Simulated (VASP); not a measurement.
Set up this calculation in VASP 6.6.1, as the native input.

| Item | Value |
| --- | --- |
| Task | single point |
| Functional | PBE |
| Potentials or basis | VASP PAW PBE potentials, release 64 (Cd, Se) |
| Cutoff | 520 eV |
| k mesh | 6 × 6 × 6 |
| Occupations | gaussian, width 0.01 eV |
| Spin | no spin polarisation |
| Dipole correction | no |
| Further INCAR settings | ALGO = Normal; EDIFF = 1e-07; NBANDS = 16 |

The structure of CdSe lies in POSCAR:

```
CdSe
1.0
    0.0000000000      3.1304876799      3.1304876799
    3.1304876799      0.0000000000      3.1304876799
    3.1304876799      3.1304876799      0.0000000000
Cd Se
1 1
Direct
    0.0000000000      0.0000000000      0.0000000000
    0.7500000000      0.7500000000      0.7500000000
```

One way to write it, as run:

INCAR

```
SYSTEM = CdSe
PREC = Accurate
ENCUT = 520
EDIFF = 1E-7
ISMEAR = 0
SIGMA = 0.01
LREAL = .FALSE.
LASPH = .TRUE.
NELM = 100
ALGO = Normal
ISIF = 2
LWAVE = .FALSE.
LCHARG = .FALSE.
GGA = PE
NBANDS = 16
```

KPOINTS

```
Automatic mesh
0
G
  6 6 6
  0 0 0
```

Potentials or basis: VASP PAW PBE potentials, release 64 (Cd, Se).

The run is started by

```bash
$ cat potpaw_PBE.64/Cd/POTCAR potpaw_PBE.64/Se/POTCAR > POTCAR
$ mpirun -np 1 vasp_std > vasp.out
```

Results of the run:

```yaml
Pressure: -1.1 GPa
Band_gap_on_the_k_mesh: 0.43 eV, direct
```

It took 24 s on 1 thread of AMD EPYC 7R43 64-Core Processor (Zen 3), with other jobs on the host, peak memory 0.17 GiB.
